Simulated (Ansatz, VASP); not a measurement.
# WF2: VASP beside Ansatz

The input INCAR:

```
SYSTEM = WF2
  PREC = Accurate
  ENCUT = 520
  EDIFF = 1E-7
  ISMEAR = 0
  SIGMA = 0.1
  LREAL = .FALSE.
  LASPH = .TRUE.
  NELM = 150
  ALGO = Normal
  ISIF = 2
  LWAVE = .FALSE.
  LCHARG = .TRUE.
  ISPIN = 2
  MAGMOM = 2.5 2.5 0 0 0 0
  LORBIT = 11
  LMAXMIX = 4
  GGA = PS
  LVHAR = .TRUE.
  NBANDS = 41
  KPAR = 4
```

Contents of KPOINTS:

```
regular mesh
0
G
  8 8 14
  0 0 0
```

File POSCAR:

```
WF2
1.0
    5.4382448713      0.0000000000      0.0000000000
    0.0000000000      5.4382448713      0.0000000000
    0.0000000000      0.0000000000      2.6333749401
W F
2 4
Direct
    0.0000000000      0.0000000000      0.0000000000
    0.5000000000      0.5000000000      0.5000000000
    0.2783836548      0.2783836548      0.0000000000
    0.7216163452      0.7216163452      0.0000000000
    0.7783836548      0.2216163452      0.5000000000
    0.2216163452      0.7783836548      0.5000000000
```

Input for Ansatz:

```yaml
crystal:
  lattice:
    - [5.4382448713, 0.0, 0.0]
    - [0.0, 5.4382448713, 0.0]
    - [0.0, 0.0, 2.6333749401]
  atoms:
    - { symbol: W, position: [0.0, 0.0, 0.0], spin: 2.5 }
    - { symbol: W, position: [0.5, 0.5, 0.5], spin: 2.5 }
    - { symbol: F, position: [0.2783836548, 0.2783836548, 0.0] }
    - { symbol: F, position: [0.7216163452, 0.7216163452, 0.0] }
    - { symbol: F, position: [0.7783836548, 0.2216163452, 0.5] }
    - { symbol: F, position: [0.2216163452, 0.7783836548, 0.5] }
basis:
  ecutwfc: 420
kpoints:
  mp_grid: { grid: [8, 8, 14] }
hamiltonian:
  xc: pbesol
scf:
  occupations: { method: gaussian, width: 0.1 }
  lower_state_search: "off"
output:
  forces: true
  stress: true
  eigenvalues: true
  populations: true
magnetization:
  spin_polarized: true
```

Alike in both runs: task single point; functional PBEsol; k mesh 8 × 8 × 14; occupations gaussian, width 0.1 eV; collinear spin.

|  | VASP | Ansatz |
| --- | --- | --- |
| version | VASP 6.6.1 | Ansatz 0.2.0 |
| potentials or method | VASP PAW PBE potentials, release 64 (W_sv, F), cutoff 520 eV | scalar-relativistic, plane waves, PAW |
| valence electrons in the cell | 56 | 56 |

|  | VASP | Ansatz | Ansatz less VASP |
| --- | --- | --- | --- |
| gap on the k mesh at the Fermi level (eV) | none | none | - |
| pressure (GPa) | 2.0 | 1.0 | -0.99 |
| traceless stress, the component that is largest in VASP (GPa) | -0.41 | -0.42 | -0.005 |
| rms of the force components (eV/Å) | 0.041 | 0.017 | -0.0239 |
| net moment per atom (μB) | 0.20 | 0.20 | 0.000 |
| size of the moment on the site where the two differ most (μB) | 0.45 | 0.29 | -0.158 |

VASP's potentials were made for PBE, not for PBEsol. Site moments also hang on the region over which each program counts them. Atom by atom the forces differ by 0.024 eV/Å (rms over components). A gap of «none» marks a metal or a gap that the smearing closes.

Neither program's run includes spin-orbit coupling.
